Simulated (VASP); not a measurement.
A run of VASP 6.6.1:

Contents of INCAR:

```
SYSTEM = CaRuF6
ALGO     = Normal         ! electronic algorithm
EDIFF    = 1E-6           ! SCF threshold, eV
ENCUT    = 600            ! plane-wave cutoff, eV
GGA      = PS             ! functional
GGA_COMPAT= .False.      
ISIF     = 2              ! what is computed and relaxed
ISMEAR   = 0              ! smearing method
LASPH    = .True.         ! aspherical terms in the spheres
LCHARG   = .False.        ! write CHGCAR
LREAL    = .False.        ! projectors in reciprocal space
LWAVE    = .False.        ! write WAVECAR
NBANDS   = 80             ! bands
NELM     = 120            ! most SCF steps
PREC     = Accurate       ! precision mode
SIGMA    = 0.0841         ! smearing width, eV
```

KPOINTS

```
k-points
0
Gamma
  6 6 5
  0 0 0
```

The input POSCAR:

```
CaRuF6
1.0
    5.0631300000      0.0000000000      0.0000000000
    0.0000000000      5.0631300000      0.0000000000
    0.0000000000      0.0000000000      7.4083920000
Ca Ru F
2 2 12
Direct
    0.0000000000      0.0000000000      0.5000000000
    0.0000000000      0.0000000000      0.0000000000
    0.5000000000      0.5000000000      0.7500000000
    0.5000000000      0.5000000000      0.2500000000
    0.2103000000      0.2550000000      0.3184000000
    0.7450000000      0.2103000000      0.8184000000
    0.7897000000      0.7450000000      0.3184000000
    0.2550000000      0.7897000000      0.8184000000
    0.7897000000      0.7450000000      0.6816000000
    0.2550000000      0.7897000000      0.1816000000
    0.2103000000      0.2550000000      0.6816000000
    0.7450000000      0.2103000000      0.1816000000
    0.3440000000      0.6769000000      0.5000000000
    0.3231000000      0.3440000000      0.0000000000
    0.6560000000      0.3231000000      0.5000000000
    0.6769000000      0.6560000000      0.0000000000
```

Potentials or basis: VASP PAW PBE potentials, release 64 (Ca_sv, Ru_pv, F).

Command:

```bash
$ cat potpaw_PBE.64/Ca_sv/POTCAR potpaw_PBE.64/Ru_pv/POTCAR potpaw_PBE.64/F/POTCAR > POTCAR
$ mpirun -np 1 vasp_std > vasp.out
```

Hardware: 1 thread of Intel(R) Xeon(R) Platinum 8259CL CPU @ 2.50GHz (Skylake/Cascade Lake), on a shared host.

Estimate the wall time of this run.

Run time: 12 min on 1 thread of Intel(R) Xeon(R) Platinum 8259CL CPU @ 2.50GHz (Skylake/Cascade Lake), with other jobs on the host, peak memory 0.6 GiB. Counts: scf iterations 17, k points 33.
